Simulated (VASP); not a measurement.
# Al (Fm-3m) in VASP: single point with PBE+D3(BJ)

Aim: the single point of Al with PBE+D3(BJ).

Everything below comes from runs of VASP 6.6.1. Logs are shortened: lines on timing, memory, paths and dates and some standing lists are left out, and cuts for length are marked.

**1. The cell of the first run**

Symmetry: Fm-3m, No. 225, cubic system. Conventional cell: a = 3.983 Å, b = 3.983 Å, c = 3.983 Å, α = 90.00°, β = 90.00°, γ = 90.00°. Within 3.7 Å of Al (site symmetry m-3m) lie 12 Al at 2.82 Å.

**2. Single point, PBE+D3(BJ)**

INCAR

```
PREC = Accurate
ENCUT = 520
EDIFF = 1E-6
ISMEAR = 0
SIGMA = 0.15
LREAL = False
LASPH = True
NELM = 100
ALGO = Fast
ISIF = 2
LWAVE = False
LCHARG = False
GGA = PE
IVDW = 12
NBANDS = 18
```

KPOINTS

```
Automatic mesh
0
Gamma
  24 24 5
```

POSCAR

```
Al
1.0
    1.9913628294     -1.9913628294      0.0000000000
    1.9913628294      0.0000000000     -1.9913628294
    7.9654513175      7.9654513175      7.9654513175
Al
6
Direct
    0.6666666667      0.6666666667      0.1666666667
    0.0000000000      0.0000000000      0.0000000000
    0.3333333333      0.3333333333      0.3333333333
    0.6666666667      0.6666666667      0.6666666667
    0.0000000000      0.0000000000      0.5000000000
    0.3333333333      0.3333333333      0.8333333333
```

Potentials or basis: VASP PAW PBE potentials, release 64 (Al).

Started as:

```console
> cat potpaw_PBE.64/Al/POTCAR > POTCAR
> mpirun -np 1 vasp_std > vasp.out
```

OUTCAR:

```text
PREC = Accurate
   ENCUT = 520
   EDIFF = 1E-6
   ISMEAR = 0
   LREAL = False
   LASPH = True
   NELM = 100
   ISIF = 2
   GGA = PE
   IVDW = 12
 IVDW          = 12

 ion  position               nearest neighbor table
   1  0.667  0.667  0.167-   3 2.82   3 2.82   3 2.82   2 2.82   2 2.82   2 2.82
   2  0.000  0.000  0.000-   1 2.82   6 2.82   1 2.82   1 2.82   6 2.82   6 2.82
   3  0.333  0.333  0.333-   1 2.82   1 2.82   1 2.82   5 2.82   5 2.82   5 2.82
   4  0.667  0.667  0.667-   6 2.82   6 2.82   6 2.82   5 2.82   5 2.82   5 2.82
   5  0.000  0.000  0.500-   3 2.82   4 2.82   4 2.82   4 2.82   3 2.82   3 2.82
   6  0.333  0.333  0.833-   4 2.82   4 2.82   4 2.82   2 2.82   2 2.82   2 2.82

  LATTYP: Found a hexagonal cell.
 ALAT       =     2.8162123209
 C/A-ratio  =     4.8989794855

  Lattice vectors:

 A1 = (  -1.9913628294,   0.0000000000,   1.9913628294)
 A2 = (   1.9913628294,  -1.9913628294,   0.0000000000)
 A3 = (   7.9654513175,   7.9654513175,   7.9654513175)

Analysis of symmetry for initial positions (statically):
=====================================================================
 Subroutine PRICEL returns following result:

  LATTYP: Found a face centered cubic cell.
 ALAT       =     3.9827256594

  Lattice vectors:

 A1 = (  -1.9913628298,  -1.9913628296,  -0.0000000002)
 A2 = (  -0.0000000012,  -1.9913628300,   1.9913628288)
 A3 = (  -1.9913628294,   0.0000000000,   1.9913628294)

   6 primitive cells build up your supercell.

 Routine SETGRP: Setting up the symmetry group for a
 hexagonal supercell.

 Subroutine GETGRP returns: Found 12 space group operations
 (whereof 12 operations were pure point group operations)
 out of a pool of 24 trial point group operations.

The static configuration has the point symmetry D_3d.

Analysis of symmetry for dynamics (positions and initial velocities):
=====================================================================
 Subroutine PRICEL returns following result:

  LATTYP: Found a face centered cubic cell.
 ALAT       =     3.9827256594

  Lattice vectors:

 A1 = (  -1.9913628298,  -1.9913628296,  -0.0000000002)
 A2 = (  -0.0000000012,  -1.9913628300,   1.9913628288)
 A3 = (  -1.9913628294,   0.0000000000,   1.9913628294)

   6 primitive cells build up your supercell.

 Routine SETGRP: Setting up the symmetry group for a
 hexagonal supercell.

[... 105 lines left out ...]
   NSW    =      0    number of steps for IOM
   IBRION =     -1    ionic relax: 0-MD 1-quasi-New 2-CG
   NFREE  =      0    steps in history (QN), initial steepest desc. (CG)
   ISIF   =      2    stress and relaxation
   ISYM   =      2    0-nonsym 1-usesym 2-fastsym
   POTIM  = 0.5000    time-step for ionic-motion
   TEBEG  =    0.0;   TEEND  =   0.0 temperature during run
   PSTRESS=    0.0 pullay stress
   NELECT =      18.0000    total number of electrons
   NUPDOWN=      -1.0000    fix difference up-down
   EMIN   =  10.00;   EMAX   =-10.00  energy-range for DOS
   EFERMI =   0.00;   METHOD = LEGACY
   ISMEAR =     0;   SIGMA  =   0.15  broadening in eV -4-tet -1-fermi 0-gaus
   EFERMI_NEDOS =   21; number of points for ismear=-14 and -15
   IALGO  =     68    algorithm
   IMIX   =      4    mixing-type and parameters
     AMIX     =   0.40;   BMIX     =  1.00
     AMIX_MAG =   1.60;   BMIX_MAG =  1.00
  volume/ion in A,a.u.               =      15.79       106.58
  Fermi-wavevector in a.u.,A,eV,Ry     =   0.941069  1.778363 12.049470  0.885611
  Thomas-Fermi vector in A             =   2.068543
   LORBIT       =      0    0 simple, 1 ext, 2 COOP (PROOUT), +10 PAW based schemes
   GGA     = PE    functional components
   LHFCALC =     F    Hartree Fock is set to
   AEXX    =    0.0000 exact exchange contribution
   IVDW    =    12    specifies the selected vdW correction
   LEPSILON=     F    determine dielectric tensor
   LRPA    =     F    only Hartree local field effects (RPA)
 non-spin polarized calculation
 RMM-DIIS sequential band-by-band and
 Gauss-broadening in eV      SIGMA  =   0.15
  energy-cutoff  :      520.00
  volume of cell :       94.76
 maximum number of plane-waves:      2596
 NGX is ok and might be reduce to    24
   NGX = 11   NGY = 11   NGZ = 51

 number of electron      18.0000000 magnetization

 Free energy of the ion-electron system (eV)
  ---------------------------------------------------
  ext. energy  EPLUGINS =         0.00000000
  ---------------------------------------------------
  free energy    TOTEN  =       -22.44058208 eV

  energy without entropy =      -22.41248738  energy(sigma->0) =      -22.42653473

 E-fermi :   8.4764     XC(G=0): -10.3560

 val. band max:        8.4748354511   @ k =   0.1667   0.1667   0.2000
 cond. band min:       8.4908494073   @ k =   0.5000   0.2083   0.2000
 fundamental gap:      0.0160139562
 Fermi energy:         8.4763748156

 k-point     1 :       0.0000    0.0000    0.0000
  band No.  band energies     occupation
      1      -2.9761      2.00000
      2      -2.2007      2.00000
      3      -2.2007      2.00000
      4       0.0994      2.00000
      5       0.0994      2.00000
      6       3.6949      2.00000
[... 481 lines left out ...]
      5       4.3421      2.00000
      6       4.4217      2.00000
[... 10 lines left out ...]
     17      14.1871      0.00000
     18      14.2058      0.00000

 [... further k-points ...]

------------------------ aborting loop because EDIFF is reached ----------------------------------------

 Edisp (eV)   -2.11193

 E8    (eV) :    -0.9450

  FORCE on cell =-STRESS in cart. coord.  units (eV):
  Direction    XX          YY          ZZ          XY          YZ          ZX
  --------------------------------------------------------------------------------------
  -------------------------------------------------------------------------------------
  Total      -0.04558    -0.04558    -0.04558     0.07199     0.07199     0.07199
  in kB      -0.77059    -0.77059    -0.77059     1.21718     1.21718     1.21718
  external pressure =       -0.77 kB  Pullay stress =        0.00 kB

 VOLUME and BASIS-vectors are now :
 -----------------------------------------------------------------------------
  energy-cutoff  :      520.00
  volume of cell :       94.76
      direct lattice vectors                 reciprocal lattice vectors
     1.991362829 -1.991362829  0.000000000     0.167389553 -0.334779105  0.167389553
     1.991362829  0.000000000 -1.991362829     0.167389553  0.167389553 -0.334779105
     7.965451318  7.965451318  7.965451318     0.041847388  0.041847388  0.041847388

 POSITION                                       TOTAL-FORCE (eV/Angst)
 -----------------------------------------------------------------------------------
      3.98273      0.00000      0.00000         0.000000     -0.000000     -0.000000
      0.00000      0.00000      0.00000         0.000000     -0.000000     -0.000000
      3.98273      1.99136      1.99136        -0.000000      0.000000      0.000000
      7.96545      3.98273      3.98273         0.000000      0.000000      0.000000
      3.98273      3.98273      3.98273         0.000000     -0.000000     -0.000000
      7.96545      5.97409      5.97409        -0.000000      0.000000      0.000000
 -----------------------------------------------------------------------------------
    total drift:                                0.000000     -0.000000     -0.000000

  FREE ENERGIE OF THE ION-ELECTRON SYSTEM (eV)
  ---------------------------------------------------
  free  energy   TOTEN  =       -24.5525125605 eV

  energy  without entropy=      -24.5244178634  energy(sigma->0) =      -24.53846521
```

Run time: 6.1 min. Hardware: 1 thread of Intel Xeon Platinum 8259CL at 2.50GHz (Skylake/Cascade Lake), shared host; peak memory 0.48 GiB.

Results:

```
Free energy                : -24.5525 eV
Pressure                   : -0.1 GPa
Band gap on the k mesh     : zero (bands 9 and 10 overlap by 5.33 eV)
Dispersion energy per atom : -0.352 eV
```
